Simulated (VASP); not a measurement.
Br, 1 atom in the cell. The structure is cubic, space group Im-3m (No. 229). Conventional cell: a = 3.740 Å, b = 3.740 Å, c = 3.740 Å, α = 90.00°, β = 90.00°, γ = 90.00°. Br (site symmetry m-3m) has 14 Br at 3.24 to 3.74 Å within 4.3 Å. 

| Item | Value |
| --- | --- |
| Program | VASP 6.6.1 |
| Task | relaxation of cell and atoms |
| Functional | PBE |
| Potentials or basis | VASP PAW PBE potentials, release 64 (Br) |
| Cutoff | 500 eV |
| k mesh | 15 × 15 × 15 |
| Occupations | fermi-dirac, width 0.02 eV |
| Spin | no spin polarisation |
| Dipole correction | no |
| Further INCAR settings | ALGO = Normal; EDIFF = 1e-07; IBRION = 2; EDIFFG = -0.03; NSW = 80; ISIF = 3 |

Potentials or basis: VASP PAW PBE potentials, release 64 (Br).

Run with:

```console
$ cat potpaw_PBE.64/Br/POTCAR > POTCAR
$ mpirun -np 1 vasp_std > vasp.out
```

Hardware: 1 thread of Intel(R) Xeon(R) 6975P-C (Granite Rapids) (shared host).

Question: Estimate the wall time of this run.

Answer: Wall time 16 s on 1 thread of Intel(R) Xeon(R) 6975P-C (Granite Rapids), on a shared host, peak memory 0.14 GiB. Counts: scf iterations 18, k points 120, ion steps 2.
